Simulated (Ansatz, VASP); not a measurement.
**Two plane-wave programs on ZnAu**

The input INCAR:

```
SYSTEM = ZnAu
  PREC = Accurate
  ENCUT = 520
  EDIFF = 1E-6
  ISMEAR = 0
  SIGMA = 0.1
  LREAL = .False.
  LASPH = .True.
  NELM = 100
  ALGO = Fast
  ISIF = 2
  LWAVE = .False.
  LCHARG = .False.
  GGA = PE
  NBANDS = 18
```

The input KPOINTS:

```
regular mesh
0
Gamma
  14 14 14
  0 0 0
```

Contents of POSCAR:

```
ZnAu
1.0
    3.1216440012      0.0000000000      0.0000000000
    0.0000000000      3.1216440012      0.0000000000
    0.0000000000      0.0000000000      3.1216440012
Zn Au
1 1
Direct
    0.5000000000      0.5000000000      0.5000000000
    0.0000000000      0.0000000000      0.0000000000
```

Input for Ansatz:

```yaml
crystal:
  lattice:
    - [3.1216440012, 0.0, 0.0]
    - [0.0, 3.1216440012, 0.0]
    - [0.0, 0.0, 3.1216440012]
  atoms:
    - { symbol: Zn, position: [0.5, 0.5, 0.5] }
    - { symbol: Au, position: [0.0, 0.0, 0.0] }
basis:
  ecutwfc: 420
kpoints:
  mp_grid: { grid: [14, 14, 14] }
hamiltonian:
  xc: pbe
scf:
  occupations: { method: gaussian, width: 0.1 }
output:
  forces: true
  stress: true
  eigenvalues: true
```

Alike in both runs: task single point; functional PBE; k mesh 14 × 14 × 14; occupations gaussian, width 0.1 eV; no spin polarisation.

```csv
,VASP,Ansatz
version,VASP 6.6.1,Ansatz 0.2.0
potentials or method,"VASP PAW PBE potentials, release 64 (Zn, Au), cutoff 520 eV","scalar-relativistic, plane waves, PAW"
valence electrons in the cell,23,31
```

```tsv
	VASP	Ansatz	Ansatz less VASP
gap on the k mesh at the Fermi level (eV)	none	none	-
pressure (GPa)	8.5	8.5	+0.01
```

A gap of «none» marks a metal or a gap that the smearing closes. VASP's potentials hold 23 valence electrons a cell and Ansatz's 31, so a difference there can come from the potentials and not from the codes.

Spin-orbit coupling is off throughout.
